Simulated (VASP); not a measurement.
A run of VASP 6.6.1 is set up as follows.

File INCAR:

```
PREC = Accurate
ENCUT = 600
EDIFF = 1E-7
ISMEAR = -1
SIGMA = 0.1
LREAL = False
LASPH = True
NELM = 100
ALGO = Normal
ISIF = 3
LWAVE = False
LCHARG = False
GGA = PE
IBRION = 2
NSW = 60
EDIFFG = -0.005
PSTRESS = -15.0
```

KPOINTS

```
Automatic mesh
0
Gamma
  15 15 14
```

The input POSCAR:

```
As
1.0
    2.9338324884      0.0000000000      0.0000000000
   -1.4669162442      2.5407734654      0.0000000000
    0.0000000000      0.0000000000      2.7578025391
As
1
Direct
    0.0000000000      0.0000000000      0.0000000000
```

Potentials or basis: VASP PAW PBE potentials, release 64 (As).

The run is started by

```sh
$ cat potpaw_PBE.64/As/POTCAR > POTCAR
$ mpirun -np 1 vasp_std > vasp.out
```

(1) Predict the space group after relaxing (to 0.05 Å).

(2) What does it give for the relaxed volume?

(3) Predict the relaxed cell.

Answers

(1) P6/mmm (No. 191).

(2) 20.50 Å³/atom.

(3) a = 2.931 Å, b = 2.931 Å, c = 2.755 Å, α = 90.00°, β = 90.00°, γ = 120.00°.

Caveat: the cell is relaxed towards a set pressure, so the enthalpy falls and the energy may rise.
